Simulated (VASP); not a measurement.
A run of VASP 6.6.1 is set up as follows.

File INCAR:

```
PREC = Accurate
ENCUT = 630
EDIFF = 1E-6
ISMEAR = -1
SIGMA = 0.02
LREAL = False
LASPH = True
NELM = 120
ALGO = Normal
ISIF = 2
LWAVE = False
LCHARG = False
GGA = PE
NBANDS = 20
GGA_COMPAT = False
```

File KPOINTS:

```
regular mesh
0
Gamma
  8 8 8
```

Contents of POSCAR:

```
AgCl
1.0
    3.2261481986      0.0000000000      0.0000000000
    0.0000000000      3.2261481986      0.0000000000
    0.0000000000      0.0000000000      3.2261481986
Ag Cl
1 1
Direct
    0.0000000000      0.0000000000      0.0000000000
    0.5000000000      0.5000000000      0.5000000000
```

Potentials or basis: VASP PAW PBE potentials, release 64 (Ag_sv_GW, Cl).

Command:

```console
$ cat potpaw_PBE.64/Ag_sv_GW/POTCAR potpaw_PBE.64/Cl/POTCAR > POTCAR
$ mpirun -np 1 vasp_std > vasp.out
```

Q: What does it give for the band gap on the k mesh?

A: 0.72 eV (least direct gap 2.88 eV).

Q: Predict the pressure.

A: 14.1 GPa.

Caveat: the cell differs from its parent crystal (strain -5.0%); the cell stands under pressure; the structure was generated, so it needn't be the stable form of AgCl; semilocal functionals underestimate gaps, and a narrow one can read as zero. A k mesh can miss the band edges.
